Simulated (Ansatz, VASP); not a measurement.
**One calculation of Ti2Be, two programs**

```
CELL_PARAMETERS angstrom
-1.45040 1.45040 5.13830
1.45040 -1.45040 5.13830
1.45040 1.45040 -5.13830
ATOMIC_POSITIONS crystal
Ti 0.65436 0.65436 0.00000
Ti 0.34564 0.34564 0.00000
Be 0.00000 0.00000 0.00000
```

Alike in both runs: functional PBE; k mesh 6 × 6 × 6; occupations gaussian, width 0.1 eV; no spin polarisation.

Ansatz relaxed the structure, and its values are those at the end. VASP's run is a single point on that final structure, the one shown.

|  | VASP | Ansatz |
| --- | --- | --- |
| version | VASP 6.6.1 | Ansatz 0.2.0 |
| potentials or method | VASP PAW PBE potentials, release 64 (Ti_sv, Be), cutoff 520 eV | scalar-relativistic, plane waves, PAW |
| valence electrons in the cell | 26 | 26 |

|  | VASP | Ansatz | Ansatz less VASP |
| --- | --- | --- | --- |
| gap on the k mesh at the Fermi level (eV) | none | none | - |
| pressure (GPa) | -0.2 | 0.0 | +0.18 |
| rms of the force components (eV/Å) | 0.003 | 0.001 | -0.0026 |

A gap of «none» marks a metal or a gap that the smearing closes.

The k mesh is coarse, so the values compare programs but aren't converged.
